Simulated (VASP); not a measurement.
# CsCaF3 (P4/mmm) in VASP: notebook

CsCaF3 is run at these levels: LDA; tasks: single point.

Program: VASP 6.6.1. These are calculated values, not measurements. Logs are shortened: lines on timing, memory, paths and dates and some standing lists are left out, and cuts for length are marked.

### Step 1. The cell of the first run

Symmetry: P4/mmm, No. 123, tetragonal system. The conventional cell has a = 4.588 Å, b = 4.588 Å, c = 4.385 Å, α = 90.00°, β = 90.00°, γ = 90.00°. Within 4.2 Å of Cs (site symmetry 4/mmm) lie 12 F at 3.17 to 3.24 Å and 8 Ca at 3.92 Å. Ca (site symmetry 4/mmm) has 6 F at 2.19 to 2.29 Å within 2.9 Å. F (site symmetry mmm) has 2 Ca at 2.29 Å within 3.0 Å. Within 2.9 Å of F (site symmetry 4/mmm) lie 2 Ca at 2.19 Å.

### Step 2. Single point, LDA (strain +0.015 along x and y, -0.030 along z)

The input, INCAR:

```
PREC = Accurate ; ENCUT = 520
EDIFF = 1E-6 ; ISMEAR = 0
SIGMA = 0.05 ; LREAL = F
LASPH = T ; NELM = 100
ALGO = Normal ; ISIF = 2
LWAVE = F ; LCHARG = F
NBANDS = 28
```

The input, KPOINTS:

```
regular mesh
0
Gamma
  6 6 6
```

The input, POSCAR:

```
CsCaF3
1.0
    4.5883389954      0.0000000000      0.0000000000
    0.0000000000      4.5883389954      0.0000000000
    0.0000000000      0.0000000000      4.3849150991
Cs Ca F
1 1 3
Direct
    0.0000000000      0.0000000000      0.0000000000
    0.5000000000      0.5000000000      0.5000000000
    0.0000000000      0.5000000000      0.5000000000
    0.5000000000      0.0000000000      0.5000000000
    0.5000000000      0.5000000000      0.0000000000
```

Potentials or basis: VASP PAW LDA potentials, release 64 (Cs_sv, Ca_sv, F).

On the command line:

```console
> cat potpaw_LDA.64/Cs_sv/POTCAR potpaw_LDA.64/Ca_sv/POTCAR potpaw_LDA.64/F/POTCAR > POTCAR
> mpirun -np 1 vasp_std > vasp.out
```

OUTCAR:

```text
PREC = Accurate
   ENCUT = 520
   EDIFF = 1E-6
   ISMEAR = 0
   LREAL = F
   LASPH = T
   NELM = 100
   ISIF = 2

 ion  position               nearest neighbor table
   1  0.000  0.000  0.000-
   2  0.500  0.500  0.500-   5 2.19   5 2.19   3 2.29   4 2.29   4 2.29   3 2.29
   3  0.000  0.500  0.500-   2 2.29   2 2.29
   4  0.500  0.000  0.500-   2 2.29   2 2.29
   5  0.500  0.500  0.000-   2 2.19   2 2.19

  LATTYP: Found a simple tetragonal cell.
 ALAT       =     4.5883389954
 C/A-ratio  =     0.9556650246

  Lattice vectors:

 A1 = (   4.5883389954,   0.0000000000,   0.0000000000)
 A2 = (   0.0000000000,   4.5883389954,   0.0000000000)
 A3 = (   0.0000000000,   0.0000000000,   4.3849150991)

Analysis of symmetry for initial positions (statically):
=====================================================================
 Subroutine PRICEL returns:
 Original cell was already a primitive cell.

 Routine SETGRP: Setting up the symmetry group for a
 simple tetragonal supercell.

 Subroutine GETGRP returns: Found 16 space group operations
 (whereof 16 operations were pure point group operations)
 out of a pool of 16 trial point group operations.

The static configuration has the point symmetry D_4h.

Analysis of symmetry for dynamics (positions and initial velocities):
=====================================================================
 Subroutine PRICEL returns:
 Original cell was already a primitive cell.

 Routine SETGRP: Setting up the symmetry group for a
 simple tetragonal supercell.

 Subroutine GETGRP returns: Found 16 space group operations
 (whereof 16 operations were pure point group operations)
 out of a pool of 16 trial point group operations.

The dynamic configuration has the point symmetry D_4h.

 Subroutine INISYM returns: Found 16 space group operations
 (whereof 16 operations are pure point group operations),
 and found     1 'primitive' translations

----------------------------------------------------------------------------------------

                                     Primitive cell

  volume of cell :      92.3150

  direct lattice vectors                    reciprocal lattice vectors
     4.588338995  0.000000000  0.000000000     0.217943792  0.000000000  0.000000000
     0.000000000  4.588338995  0.000000000     0.000000000  0.217943792  0.000000000
     0.000000000  0.000000000  4.384915099     0.000000000  0.000000000  0.228054587

  length of vectors
     4.588338995  4.588338995  4.384915099     0.217943792  0.217943792  0.228054587

  position of ions in fractional coordinates (direct lattice)
     0.000000000  0.000000000  0.000000000
     0.500000000  0.500000000  0.500000000
     0.000000000  0.500000000  0.500000000
     0.500000000  0.000000000  0.500000000
     0.500000000  0.500000000  0.000000000

  ion indices of the primitive-cell ions
   primitive index   ion index
                 1           1
                 2           2
                 3           3
                 4           4
                 5           5

----------------------------------------------------------------------------------------

 KPOINTS: regular mesh

Automatic generation of k-mesh.
 Grid dimensions read from file:
 generate k-points for:    6    6    6

 Generating k-lattice:

  Cartesian coordinates                     Fractional coordinates (reciprocal lattice)
     0.036323965  0.000000000  0.000000000     0.166666667  0.000000000  0.000000000
     0.000000000  0.036323965  0.000000000     0.000000000  0.166666667  0.000000000
     0.000000000  0.000000000  0.038009098     0.000000000  0.000000000  0.166666667

  Length of vectors
     0.036323965  0.036323965  0.038009098

  Shift w.r.t. Gamma in fractional coordinates (k-lattice)
     0.000000000  0.000000000  0.000000000

 Subroutine IBZKPT returns following result:
 ===========================================

 Found     40 irreducible k-points:

 Following reciprocal coordinates:
            Coordinates               Weight
  0.000000  0.000000  0.000000      1.000000
  0.166667  0.000000  0.000000      4.000000
  0.333333  0.000000  0.000000      4.000000
  0.500000  0.000000  0.000000      2.000000
  0.166667  0.166667  0.000000      4.000000
  0.333333  0.166667  0.000000      8.000000
[... 16 lines left out ...]
  0.333333  0.000000  0.333333      8.000000
  0.500000  0.000000  0.333333      4.000000
 [... further k-points ...]
   k-points           NKPTS =     40   k-points in BZ     NKDIM =     40   number of bands    NBANDS=     28
   number of dos      NEDOS =    301   number of ions     NIONS =      5
   total plane-waves  NPLWV =  46656
   dimension x,y,z NGX =    36 NGY =   36 NGZ =   36
   dimension x,y,z NGXF=    72 NGYF=   72 NGZF=   72
   ions per type =               1   1   3
   NGX,Y,Z   is equivalent  to a cutoff of  13.04, 13.04, 13.65 a.u.
   NGXF,Y,Z  is equivalent  to a cutoff of  26.09, 26.09, 27.30 a.u.
 SYSTEM =  unknown system
   PREC   = accura    normal or accurate (medium, high low for compatibility)
   ISTART =      0    job   : 0-new  1-cont  2-samecut
   ICHARG =      2    charge: 1-file 2-atom 10-const
   ISPIN  =      1    spin polarized calculation?
   LNONCOLLINEAR =      F non collinear calculations
   LSORBIT =      F    spin-orbit coupling
   LASPH  =      T    aspherical Exc in radial PAW
   ENCUT  =  520.0 eV  38.22 Ry    6.18 a.u.   8.53  8.53  8.15*2*pi/ulx,y,z
   NELM   =    100;   NELMIN=  2; NELMDL= -5     # of ELM steps
   EDIFF  = 0.1E-05   stopping-criterion for ELM
   LREAL  =      F    real-space projection
   EDIFFG = 0.1E-04   stopping-criterion for IOM
   NSW    =      0    number of steps for IOM
   IBRION =     -1    ionic relax: 0-MD 1-quasi-New 2-CG
   NFREE  =      0    steps in history (QN), initial steepest desc. (CG)
   ISIF   =      2    stress and relaxation
   ISYM   =      2    0-nonsym 1-usesym 2-fastsym
   POTIM  = 0.5000    time-step for ionic-motion
   TEBEG  =    0.0;   TEEND  =   0.0 temperature during run
   PSTRESS=    0.0 pullay stress
   NELECT =      40.0000    total number of electrons
   NUPDOWN=      -1.0000    fix difference up-down
   EMIN   =  10.00;   EMAX   =-10.00  energy-range for DOS
   EFERMI =   0.00;   METHOD = LEGACY
   ISMEAR =     0;   SIGMA  =   0.05  broadening in eV -4-tet -1-fermi 0-gaus
   EFERMI_NEDOS =   21; number of points for ismear=-14 and -15
   IALGO  =     38    algorithm
   IMIX   =      4    mixing-type and parameters
     AMIX     =   0.40;   BMIX     =  1.00
     AMIX_MAG =   1.60;   BMIX_MAG =  1.00
  volume/ion in A,a.u.               =      18.46       124.59
  Fermi-wavevector in a.u.,A,eV,Ry     =   1.238808  2.341008 20.880126  1.534646
  Thomas-Fermi vector in A             =   2.373318
   LORBIT       =      0    0 simple, 1 ext, 2 COOP (PROOUT), +10 PAW based schemes
   GGA     = CA    functional components
   LHFCALC =     F    Hartree Fock is set to
   AEXX    =    0.0000 exact exchange contribution
   IVDW    =     0    specifies the selected vdW correction
   LEPSILON=     F    determine dielectric tensor
   LRPA    =     F    only Hartree local field effects (RPA)
 non-spin polarized calculation
 Gauss-broadening in eV      SIGMA  =   0.05
  energy-cutoff  :      520.00
  volume of cell :       92.31
 maximum number of plane-waves:      2510
 NGX is ok and might be reduce to    36
   NGX = 17   NGY = 17   NGZ = 17

 number of electron      40.0000029 magnetization

 Free energy of the ion-electron system (eV)
  ---------------------------------------------------
  ext. energy  EPLUGINS =         0.00000000
  ---------------------------------------------------
  free energy    TOTEN  =       -27.88030801 eV

  energy without entropy =      -27.88030801  energy(sigma->0) =      -27.88030801

 E-fermi :  -1.7247     XC(G=0):  -9.6670

 val. band max:       -1.9928981274   @ k =   0.5000   0.5000   0.5000
 cond. band min:       4.7821346064   @ k =   0.0000   0.0000   0.0000
 fundamental gap:      6.7750327338
 Fermi energy:        -1.7246589250

 k-point     1 :       0.0000    0.0000    0.0000
  band No.  band energies     occupation
      1     -37.0850      2.00000
      2     -20.9185      2.00000
      3     -20.6612      2.00000
      4     -20.5500      2.00000
      5     -19.1008      2.00000
      6     -18.5660      2.00000
[... 20 lines left out ...]
     27       8.7605      0.00000
     28       8.9471      0.00000

 k-point     2 :       0.1667    0.0000    0.0000
  band No.  band energies     occupation
      1     -37.0841      2.00000
      2     -20.9179      2.00000
      3     -20.7377      2.00000
      4     -20.5883      2.00000
      5     -19.1193      2.00000
      6     -18.5651      2.00000
[... 20 lines left out ...]
     27       8.8252      0.00000
     28       9.0861      0.00000

 k-point     3 :       0.3333    0.0000    0.0000
  band No.  band energies     occupation
      1     -37.0823      2.00000
      2     -20.9895      2.00000
      3     -20.8470      2.00000
      4     -20.5901      2.00000
      5     -19.1549      2.00000
      6     -18.5631      2.00000
[... 20 lines left out ...]
     27       8.7267      0.00000
     28       9.0690      0.00000

 k-point     4 :       0.5000    0.0000    0.0000
  band No.  band energies     occupation
      1     -37.0814      2.00000
      2     -21.0658      2.00000
      3     -20.8516      2.00000
      4     -20.5850      2.00000
      5     -19.1727      2.00000
      6     -18.5622      2.00000
[... 20 lines left out ...]
     27       8.6396      0.00000
     28       8.6687      0.00000

 k-point     5 :       0.1667    0.1667    0.0000
  band No.  band energies     occupation
      1     -37.0832      2.00000
      2     -20.9156      2.00000
      3     -20.7496      2.00000
      4     -20.6939      2.00000
      5     -19.1351      2.00000
      6     -18.5641      2.00000
[... 20 lines left out ...]
     27       8.9950      0.00000
     28       9.1095      0.00000

 k-point     6 :       0.3333    0.1667    0.0000
  band No.  band energies     occupation
      1     -37.0814      2.00000
      2     -20.9801      2.00000
      3     -20.8489      2.00000
      4     -20.7156      2.00000
      5     -19.1653      2.00000
      6     -18.5622      2.00000
[... 463 lines left out ...]
      5     -19.1596      2.00000
      6     -18.5078      2.00000
[... 20 lines left out ...]
     27       8.5437      0.00000
     28       9.1609      0.00000

 k-point    22 :       0.1667    0.0000    0.3333
  band No.  band energies     occupation
      1     -37.0786      2.00000
      2     -21.3587      2.00000
      3     -20.7440      2.00000
      4     -20.5840      2.00000
      5     -19.1659      2.00000
      6     -18.5069      2.00000
[... 20 lines left out ...]
     27       8.6420      0.00000
     28       8.8905      0.00000

 k-point    23 :       0.3333    0.0000    0.3333
  band No.  band energies     occupation
      1     -37.0768      2.00000
      2     -21.3474      2.00000
      3     -20.9462      2.00000
      4     -20.5898      2.00000
      5     -19.1780      2.00000
      6     -18.5050      2.00000
[... 20 lines left out ...]
     27       8.7503      0.00000
     28       9.2364      0.00000

 k-point    24 :       0.5000    0.0000    0.3333
  band No.  band energies     occupation
      1     -37.0759      2.00000
      2     -21.3414      2.00000
      3     -21.0370      2.00000
      4     -20.5882      2.00000
      5     -19.1840      2.00000
      6     -18.5041      2.00000
[... 20 lines left out ...]
     27       9.3015      0.00000
     28       9.6084      0.00000

 [... further k-points ...]

------------------------ aborting loop because EDIFF is reached ----------------------------------------

  FORCE on cell =-STRESS in cart. coord.  units (eV):
  Direction    XX          YY          ZZ          XY          YZ          ZX
  --------------------------------------------------------------------------------------
  -------------------------------------------------------------------------------------
  Total       -2.7958285     -2.7958285     -0.6890437      0.0000000      0.0000000      0.0000000
  in kB      -48.5231441    -48.5231441    -11.9587330      0.0000000      0.0000000      0.0000000
  external PRESSURE =     -36.3350071 kB  Pullay stress =       0.0000000 kB

 VOLUME and BASIS-vectors are now :
 -----------------------------------------------------------------------------
  energy-cutoff  :      520.00
  volume of cell :       92.31
      direct lattice vectors                 reciprocal lattice vectors
     4.588338995  0.000000000  0.000000000     0.217943792  0.000000000  0.000000000
     0.000000000  4.588338995  0.000000000     0.000000000  0.217943792  0.000000000
     0.000000000  0.000000000  4.384915099     0.000000000  0.000000000  0.228054587

 POSITION                                       TOTAL-FORCE (eV/Angst)
 -----------------------------------------------------------------------------------
      0.00000      0.00000      0.00000         0.000000      0.000000      0.000000
      2.29417      2.29417      2.19246         0.000000      0.000000      0.000000
      0.00000      2.29417      2.19246         0.000000      0.000000      0.000000
      2.29417      0.00000      2.19246         0.000000      0.000000      0.000000
      2.29417      2.29417      0.00000         0.000000      0.000000      0.000000
 -----------------------------------------------------------------------------------
    total drift:                                0.000000      0.000000      0.000000

  FREE ENERGIE OF THE ION-ELECTRON SYSTEM (eV)
  ---------------------------------------------------
  free  energy   TOTEN  =       -27.8803080071 eV

  energy  without entropy=      -27.8803080071  energy(sigma->0) =      -27.88030801
```

Run time: 2.7 min. Hardware: 1 thread of Intel Xeon 8259CL, shared host; peak memory 0.24 GiB.

What came out:

```yaml
Free_energy: -27.8803 eV
Pressure: -3.6 GPa
Band_gap_on_the_k_mesh: 6.78 eV (least direct gap 6.78 eV)
```

Stress tensor (GPa, compression positive):
```
-4.85  0.00  0.00
 0.00 -4.85  0.00
 0.00  0.00 -1.20
```

Caveat: the cell differs from its parent crystal (strain +0.015 along x and y, -0.030 along z); the cell stands under tension; spin-orbit coupling is left out, which moves the levels of the heavy elements.

(Part 1 of 3 ends here.)
